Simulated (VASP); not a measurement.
# Br (Cmce) in VASP: single point with PBE

Aim: the single point of Br with PBE.

Program: VASP 6.6.1. These are calculated values, not measurements. Logs are shortened: lines on timing, memory, paths and dates and some standing lists are left out, and cuts for length are marked.

### Step 1. The cell of the first run

The structure is orthorhombic, space group Cmce (No. 64). The conventional cell has a = 8.641 Å, b = 4.280 Å, c = 8.701 Å, α = 90.00°, β = 90.00°, γ = 90.00°. Br (site symmetry m) has 3 Br at 2.39 to 3.13 Å within 3.2 Å.

### Step 2. Single point, PBE

The input, INCAR:

```
SYSTEM = Br
PREC = Accurate
ENCUT = 520
EDIFF = 1E-6
ISMEAR = 0
SIGMA = 0.02
LREAL = .FALSE.
LASPH = .TRUE.
NELM = 80
ALGO = Normal
ISIF = 2
LWAVE = .FALSE.
LCHARG = .FALSE.
GGA = PE
NBANDS = 22
```

The input, KPOINTS:

```
regular mesh
0
G
  8 8 4
  0 0 0
```

The input, POSCAR:

```
Br
1.0
    4.3206173292     -2.1402354973      0.0000000000
    4.3206173292      2.1402354973      0.0000000000
    0.0000000000      0.0000000000      8.7005279846
Br
4
Direct
    0.8583056032      0.1416943968      0.1183763269
    0.6416943968      0.3583056032      0.6183763269
    0.1416943968      0.8583056032      0.8816236731
    0.3583056032      0.6416943968      0.3816236731
```

Potentials or basis: VASP PAW PBE potentials, release 64 (Br).

Command:

```sh
cat potpaw_PBE.64/Br/POTCAR > POTCAR
mpirun -np 1 vasp_std > vasp.out
```

OUTCAR:

```text
SYSTEM = Br
   PREC = Accurate
   ENCUT = 520
   EDIFF = 1E-6
   ISMEAR = 0
   LREAL = .FALSE.
   LASPH = .TRUE.
   NELM = 80
   ISIF = 2
   GGA = PE

 ion  position               nearest neighbor table
   1  0.858  0.142  0.118-   3 2.39
   2  0.642  0.358  0.618-   4 2.39
   3  0.142  0.858  0.882-   1 2.39
   4  0.358  0.642  0.382-   2 2.39

  LATTYP: Found a base centered orthorhombic cell.
 ALAT       =     4.2804709946
 B/A-ratio  =     2.0187579052
 C/A-ratio  =     2.0326099617

  Lattice vectors:

 A1 = (  -4.3206173292,  -2.1402354973,   0.0000000000)
 A2 = (   4.3206173292,  -2.1402354973,   0.0000000000)
 A3 = (   0.0000000000,   0.0000000000,   8.7005279846)

Analysis of symmetry for initial positions (statically):
=====================================================================
 Subroutine PRICEL returns:
 Original cell was already a primitive cell.

 Routine SETGRP: Setting up the symmetry group for a
 base centered orthorhombic supercell.

 Subroutine GETGRP returns: Found  8 space group operations
 (whereof  4 operations were pure point group operations)
 out of a pool of  8 trial point group operations.

The static configuration has the point symmetry C_2h.
 The point group associated with its full space group is D_2h.

Analysis of symmetry for dynamics (positions and initial velocities):
=====================================================================
 Subroutine PRICEL returns:
 Original cell was already a primitive cell.

 Routine SETGRP: Setting up the symmetry group for a
 base centered orthorhombic supercell.

 Subroutine GETGRP returns: Found  8 space group operations
 (whereof  4 operations were pure point group operations)
 out of a pool of  8 trial point group operations.

The dynamic configuration has the point symmetry C_2h.
 The point group associated with its full space group is D_2h.

 Subroutine INISYM returns: Found  8 space group operations
 (whereof  4 operations are pure point group operations),
 and found     1 'primitive' translations

----------------------------------------------------------------------------------------

                                     Primitive cell

  volume of cell :     160.9100

  direct lattice vectors                    reciprocal lattice vectors
     4.320617329 -2.140235497  0.000000000     0.115724204 -0.233619151  0.000000000
     4.320617329  2.140235497  0.000000000     0.115724204  0.233619151  0.000000000
     0.000000000  0.000000000  8.700527985     0.000000000  0.000000000  0.114935554

  length of vectors
     4.821653460  4.821653460  8.700527985     0.260710566  0.260710566  0.114935554

  position of ions in fractional coordinates (direct lattice)
     0.858305603  0.141694397  0.118376327
     0.641694397  0.358305603  0.618376327
     0.141694397  0.858305603  0.881623673
     0.358305603  0.641694397  0.381623673

  ion indices of the primitive-cell ions
   primitive index   ion index
                 1           1
                 2           2
                 3           3
                 4           4

----------------------------------------------------------------------------------------

 KPOINTS: regular mesh

Automatic generation of k-mesh.
 Grid dimensions read from file:
 generate k-points for:    8    8    4

 Generating k-lattice:

  Cartesian coordinates                     Fractional coordinates (reciprocal lattice)
     0.014465525 -0.029202394  0.000000000     0.125000000 -0.000000000  0.000000000
     0.014465525  0.029202394  0.000000000    -0.000000000  0.125000000  0.000000000
     0.000000000  0.000000000  0.028733888     0.000000000  0.000000000  0.250000000

  Length of vectors
     0.032588821  0.032588821  0.028733888

  Shift w.r.t. Gamma in fractional coordinates (k-lattice)
     0.000000000  0.000000000  0.000000000

 Subroutine IBZKPT returns following result:
 ===========================================

 Found     63 irreducible k-points:

 Following reciprocal coordinates:
            Coordinates               Weight
  0.000000  0.000000  0.000000      1.000000
  0.125000  0.000000  0.000000      4.000000
  0.250000  0.000000  0.000000      4.000000
  0.375000 -0.000000  0.000000      4.000000
  0.500000  0.000000  0.000000      2.000000
  0.125000  0.125000  0.000000      2.000000
[... 16 lines left out ...]
  0.125000  0.000000  0.250000      8.000000
  0.250000  0.000000  0.250000      8.000000
 [... further k-points ...]
   k-points           NKPTS =     63   k-points in BZ     NKDIM =     63   number of bands    NBANDS=     22
   number of dos      NEDOS =    301   number of ions     NIONS =      4
   total plane-waves  NPLWV =  90720
   dimension x,y,z NGX =    36 NGY =   36 NGZ =   70
   dimension x,y,z NGXF=    72 NGYF=   72 NGZF=  140
   ions per type =               4
   NGX,Y,Z   is equivalent  to a cutoff of  12.41, 12.41, 13.38 a.u.
   NGXF,Y,Z  is equivalent  to a cutoff of  24.82, 24.82, 26.75 a.u.
 SYSTEM =  Br
   PREC   = accura    normal or accurate (medium, high low for compatibility)
   ISTART =      0    job   : 0-new  1-cont  2-samecut
   ICHARG =      2    charge: 1-file 2-atom 10-const
   ISPIN  =      1    spin polarized calculation?
   LNONCOLLINEAR =      F non collinear calculations
   LSORBIT =      F    spin-orbit coupling
   LASPH  =      T    aspherical Exc in radial PAW
   ENCUT  =  520.0 eV  38.22 Ry    6.18 a.u.   8.97  8.97 16.18*2*pi/ulx,y,z
   NELM   =     80;   NELMIN=  2; NELMDL= -5     # of ELM steps
   EDIFF  = 0.1E-05   stopping-criterion for ELM
   LREAL  =      F    real-space projection
   EDIFFG = 0.1E-04   stopping-criterion for IOM
   NSW    =      0    number of steps for IOM
   IBRION =     -1    ionic relax: 0-MD 1-quasi-New 2-CG
   NFREE  =      0    steps in history (QN), initial steepest desc. (CG)
   ISIF   =      2    stress and relaxation
   ISYM   =      2    0-nonsym 1-usesym 2-fastsym
   POTIM  = 0.5000    time-step for ionic-motion
   TEBEG  =    0.0;   TEEND  =   0.0 temperature during run
   PSTRESS=    0.0 pullay stress
   NELECT =      28.0000    total number of electrons
   NUPDOWN=      -1.0000    fix difference up-down
   EMIN   =  10.00;   EMAX   =-10.00  energy-range for DOS
   EFERMI =   0.00;   METHOD = LEGACY
   ISMEAR =     0;   SIGMA  =   0.02  broadening in eV -4-tet -1-fermi 0-gaus
   EFERMI_NEDOS =   21; number of points for ismear=-14 and -15
   IALGO  =     38    algorithm
   IMIX   =      4    mixing-type and parameters
     AMIX     =   0.40;   BMIX     =  1.00
     AMIX_MAG =   1.60;   BMIX_MAG =  1.00
  volume/ion in A,a.u.               =      40.23       271.47
  Fermi-wavevector in a.u.,A,eV,Ry     =   0.913973  1.727158 11.365572  0.835346
  Thomas-Fermi vector in A             =   2.038546
   LORBIT       =      0    0 simple, 1 ext, 2 COOP (PROOUT), +10 PAW based schemes
   GGA     = PE    functional components
   LHFCALC =     F    Hartree Fock is set to
   AEXX    =    0.0000 exact exchange contribution
   IVDW    =     0    specifies the selected vdW correction
   LEPSILON=     F    determine dielectric tensor
   LRPA    =     F    only Hartree local field effects (RPA)
 non-spin polarized calculation
 Gauss-broadening in eV      SIGMA  =   0.02
  energy-cutoff  :      520.00
  volume of cell :      160.91
 maximum number of plane-waves:      4364
   NGX = 17   NGY = 17   NGZ = 33

 number of electron      28.0000002 magnetization

 Free energy of the ion-electron system (eV)
  ---------------------------------------------------
  ext. energy  EPLUGINS =         0.00000000
  ---------------------------------------------------
  free energy    TOTEN  =        -6.56937041 eV

  energy without entropy =       -6.56937041  energy(sigma->0) =       -6.56937041

 E-fermi :  -1.1760     XC(G=0):  -7.0305

 val. band max:       -1.2979650717   @ k =   0.0000   0.0000   0.0000
 cond. band min:       0.0795197015   @ k =   0.0000   0.0000   0.0000
 fundamental gap:      1.3774847732
 Fermi energy:        -1.1760251976

 k-point     1 :       0.0000    0.0000    0.0000
  band No.  band energies     occupation
      1     -16.9277      2.00000
      2     -16.3911      2.00000
      3     -14.7789      2.00000
      4     -13.7980      2.00000
      5      -6.1570      2.00000
      6      -4.9229      2.00000
[... 14 lines left out ...]
     21       8.0421      0.00000
     22       8.0692      0.00000

 k-point     2 :       0.1250    0.0000    0.0000
  band No.  band energies     occupation
      1     -16.8907      2.00000
      2     -16.3909      2.00000
      3     -14.7483      2.00000
      4     -13.8470      2.00000
      5      -6.1645      2.00000
      6      -5.0625      2.00000
[... 14 lines left out ...]
     21       7.9298      0.00000
     22       8.2230      0.00000

 k-point     3 :       0.2500    0.0000    0.0000
  band No.  band energies     occupation
      1     -16.7902      2.00000
      2     -16.3995      2.00000
      3     -14.6609      2.00000
      4     -13.9806      2.00000
      5      -6.1942      2.00000
      6      -5.4470      2.00000
[... 14 lines left out ...]
     21       7.4299      0.00000
     22       8.0208      0.00000
[... 476 lines left out ...]
 k-point    23 :       0.1250    0.0000    0.2500
  band No.  band energies     occupation
      1     -16.8347      2.00000
      2     -16.4898      2.00000
      3     -14.5950      2.00000
      4     -13.9667      2.00000
      5      -6.0341      2.00000
      6      -5.2791      2.00000
[... 14 lines left out ...]
     21       7.8402      0.00000
     22       8.2323      0.00000

 k-point    24 :       0.2500    0.0000    0.2500
  band No.  band energies     occupation
      1     -16.7439      2.00000
      2     -16.4718      2.00000
      3     -14.5487      2.00000
      4     -14.0720      2.00000
      5      -6.0894      2.00000
      6      -5.5290      2.00000
[... 14 lines left out ...]
     21       7.5196      0.00000
     22       7.8771      0.00000

 [... further k-points ...]

------------------------ aborting loop because EDIFF is reached ----------------------------------------

  FORCE on cell =-STRESS in cart. coord.  units (eV):
  Direction    XX          YY          ZZ          XY          YZ          ZX
  --------------------------------------------------------------------------------------
  -------------------------------------------------------------------------------------
  Total        0.0058385     -0.0057626      0.0384791      0.0000000      0.0000000      0.0000000
  in kB        0.0581338     -0.0573780      0.3831358      0.0000000      0.0000000      0.0000000
  external PRESSURE =       0.1279639 kB  Pullay stress =       0.0000000 kB

 VOLUME and BASIS-vectors are now :
 -----------------------------------------------------------------------------
  energy-cutoff  :      520.00
  volume of cell :      160.91
      direct lattice vectors                 reciprocal lattice vectors
     4.320617329 -2.140235497  0.000000000     0.115724204 -0.233619151  0.000000000
     4.320617329  2.140235497  0.000000000     0.115724204  0.233619151  0.000000000
     0.000000000  0.000000000  8.700527985     0.000000000  0.000000000  0.114935554

 POSITION                                       TOTAL-FORCE (eV/Angst)
 -----------------------------------------------------------------------------------
      4.32062     -1.53372      1.02994         0.000000      0.005580      0.004762
      4.32062     -0.60652      5.38020         0.000000     -0.005580      0.004762
      4.32062      1.53372      7.67059         0.000000     -0.005580     -0.004762
      4.32062      0.60652      3.32033         0.000000      0.005580     -0.004762
 -----------------------------------------------------------------------------------
    total drift:                               -0.000000      0.000000     -0.000000

  FREE ENERGIE OF THE ION-ELECTRON SYSTEM (eV)
  ---------------------------------------------------
  free  energy   TOTEN  =        -6.5693704071 eV

  energy  without entropy=       -6.5693704071  energy(sigma->0) =       -6.56937041
```

Wall time 3.7 min (1 thread of Intel Xeon Platinum 8259CL at 2.50GHz (Skylake/Cascade Lake), shared host); peak memory 0.36 GiB.

What came out:

```yaml
Free_energy: -6.5694 eV
Pressure: 0.0 GPa
Largest_force: 0.007 eV/Å
Band_gap_on_the_k_mesh: 1.38 eV
```

Forces in eV/Å, atoms in the order of the input:
```
Br   0.000  0.006  0.005
Br   0.000 -0.006  0.005
Br   0.000 -0.006 -0.005
Br   0.000  0.006 -0.005
```

Levels at points of the mesh, in eV from the valence-band top:
| k point | band 11 | band 12 | band 13 | band 14 | band 15 | band 16 | band 17 | band 18 |
| --- | --- | --- | --- | --- | --- | --- | --- | --- |
| (0.00, 0.00, 0.00) | -1.30 | -0.76 | -0.43 | 0.00 | 1.38 | 2.23 | 5.33 | 6.54 |
| (0.50, 0.00, 0.00) | -1.19 | -1.19 | -0.61 | -0.61 | 2.38 | 2.38 | 6.97 | 6.97 |
| (0.50, 0.50, 0.00) | -1.32 | -1.31 | -0.44 | -0.06 | 1.39 | 2.20 | 7.18 | 7.83 |
| (0.00, 0.00, 0.50) | -1.02 | -1.02 | -0.32 | -0.32 | 1.67 | 1.67 | 5.93 | 5.93 |
| (0.50, 0.00, 0.50) | -0.63 | -0.63 | -0.10 | -0.10 | 1.84 | 1.84 | 7.23 | 7.23 |
| (0.50, 0.50, 0.50) | -1.04 | -1.04 | -0.58 | -0.58 | 1.69 | 1.69 | 8.15 | 8.15 |

Caveat: this functional lacks dispersion, which holds the molecules together, so the pressure and a relaxed volume are unreliable.
